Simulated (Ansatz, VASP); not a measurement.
## Two plane-wave programs on MnO2

```
Mn O
1.0
     1.42843    0.82471    4.58393
    -1.42843    0.82471    4.58393
     0.00000   -1.64941    4.58393
Mn O
1 2
Cartesian
  0.0000 0.0000 0.0000
  0.0000 0.0000 10.1163
  0.0000 0.0000 3.6355
```

Alike in both runs: task relaxation of cell and atoms; functional PBEsol; k mesh 11 × 11 × 11; occupations fermi-dirac, width 0.05 eV; collinear spin; Hubbard terms Mn d U = 6.0 eV.

|  | VASP | Ansatz |
| --- | --- | --- |
| version | VASP 6.6.1 | Ansatz 0.2.0 |
| potentials or method | VASP PAW PBE potentials, release 64 (Mn_pv, O) | Ansatz PAW |
| plane-wave cutoff (eV) | 600 | 420 |
| valence electrons in the cell | 25 | 27 |

|  | VASP | Ansatz | Ansatz less VASP |
| --- | --- | --- | --- |
| gap on the k mesh at the Fermi level, each at its own relaxed structure (eV) | 1.23 | 1.14 | -0.084 |
| net moment per atom (μB) | 1.00 | 1.00 | 0.000 |
| size of the moment on the site where the two differ most (μB) | 3.46 | 3.07 | -0.386 |
| relaxed volume (Å³/atom) | 11.45 | 11.65 | +0.198 |
| relaxed length of the cell vector where the two differ most in proportion (Å) | 4.968 | 5.011 | +0.0434 |

VASP's potentials were made for PBE, not for PBEsol. Site moments also hang on the region over which each program counts them. The programs project onto different local orbitals, so the same U acts differently, and such runs can settle in different states. VASP's potentials hold 25 valence electrons a cell and Ansatz's 27, so a difference there can come from the potentials and not from the codes.

Noted on Ansatz's run: the magnetic or orbital state may not be the lowest; odd divisions of the mesh miss points on the zone boundary, where band edges often lie, so the gap on the mesh can be too wide; the plane-wave basis is chosen anew once the cell has moved, so the energies of steps on either side of that aren't comparable.
